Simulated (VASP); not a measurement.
Set up this calculation in VASP 6.6.1, as the native input.

| Quantity | Value |
| --- | --- |
| Task | single point |
| Functional | PBE |
| Potentials or basis | VASP PAW PBE potentials, release 64 (Re_sv_GW, Os_sv_GW, C) |
| Cutoff | 600 eV |
| k mesh | 4 × 4 × 4 |
| Occupations | gaussian, width 0.1 eV |
| Spin | no spin polarisation |
| Dipole correction | no |
| Second run | valence_matched |
| Further INCAR settings | ALGO = Normal; EDIFF = 1e-06; NBANDS = 42 |

The structure of ReOs3C lies in POSCAR:

```
ReOs3C
1.0
    4.0360264859      0.0000000000      0.0000000000
    0.0000000000      4.0360264859      0.0000000000
    0.0000000000      0.0000000000      4.0360264859
Re Os C
1 3 1
Direct
    0.0000000000      0.0000000000      0.0000000000
    0.0000000000      0.5000000000      0.5000000000
    0.5000000000      0.0000000000      0.5000000000
    0.5000000000      0.5000000000      0.0000000000
    0.5000000000      0.5000000000      0.5000000000
```

One way to write it, as run:

INCAR

```
SYSTEM = ReOs3C
PREC = Accurate
ENCUT = 600
EDIFF = 1E-6
ISMEAR = 0
SIGMA = 0.1
LREAL = .False.
LASPH = .True.
NELM = 120
ALGO = Normal
ISIF = 2
LWAVE = .False.
LCHARG = .False.
GGA = PE
NBANDS = 42
GGA_COMPAT = .False.
```

KPOINTS

```
Automatic mesh
0
Gamma
  4 4 4
  0 0 0
```

Potentials or basis: VASP PAW PBE potentials, release 64 (Re_sv_GW, Os_sv_GW, C).

Run with:

```console
$ cat potpaw_PBE.64/Re_sv_GW/POTCAR potpaw_PBE.64/Os_sv_GW/POTCAR potpaw_PBE.64/C/POTCAR > POTCAR
$ mpirun -np 1 vasp_std > vasp.out
```

Results of the run:

The pressure is -0.3 GPa.

Caveat: the k points lie up to 0.39 Å⁻¹ apart.

It took 57 s on 1 thread of Intel(R) Xeon(R) Platinum 8259CL CPU @ 2.50GHz (Skylake/Cascade Lake), on a shared host, peak memory 0.2 GiB.
